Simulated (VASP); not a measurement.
Set up this calculation in VASP 6.6.1, as the native input.

```yaml
Task: single point
Functional: LDA
Potentials_or_basis: VASP PAW LDA potentials, release 64 (Sc_sv)
Cutoff: 520 eV
k_mesh: 13 × 13 × 13
Occupations: fermi-dirac, width 0.03 eV
Spin: collinear spin
Starting_moments: "[0.4] μB"
Fixed_moment: 0.4 μB
Dipole_correction: no
Further_INCAR_settings: ALGO = Normal; EDIFF = 1e-06; NBANDS = 16
```

The structure of Sc lies in POSCAR:

```
Sc
1.0
    0.0000000000      2.2600000000      2.2600000000
    2.2600000000      0.0000000000      2.2600000000
    2.2600000000      2.2600000000      0.0000000000
Sc
1
Direct
    0.0000000000      0.0000000000      0.0000000000
```

This isn't the form of Sc at room conditions, which is hcp.

These files were run (other wordings do the same):

INCAR

```
SYSTEM = Sc
ALGO = Normal ; EDIFF = 1E-6
ENCUT = 520 ; ISIF = 2
ISMEAR = -1 ; ISPIN = 2
LASPH = .TRUE. ; LCHARG = .TRUE.
LELF = .TRUE. ; LMAXMIX = 4
LORBIT = 11 ; LREAL = .FALSE.
LVHAR = .TRUE. ; LWAVE = .FALSE.
MAGMOM = 0.4 ; NBANDS = 16
NELM = 150 ; NUPDOWN = 0.4
PREC = Accurate ; SIGMA = 0.03
```

KPOINTS

```
k-points
0
G
  13 13 13
  0 0 0
```

Potentials or basis: VASP PAW LDA potentials, release 64 (Sc_sv).

Run with:

```sh
$ cat potpaw_LDA.64/Sc_sv/POTCAR > POTCAR
$ mpirun -np 1 vasp_std > vasp.out
```

Results of the run:

```yaml
Pressure: -1.3 GPa
Net_moment: 0.40 μB per cell
Site_moments: Sc +0.24 μB
Valence_electrons_inside_the_program's_atomic_spheres: Sc 9.49
```

Caveat: the total moment is fixed, so each spin has its own Fermi level.

Wall time 16 s on 1 thread of Intel(R) Xeon(R) 6975P-C (Granite Rapids), with other jobs on the host, peak memory 0.16 GiB.
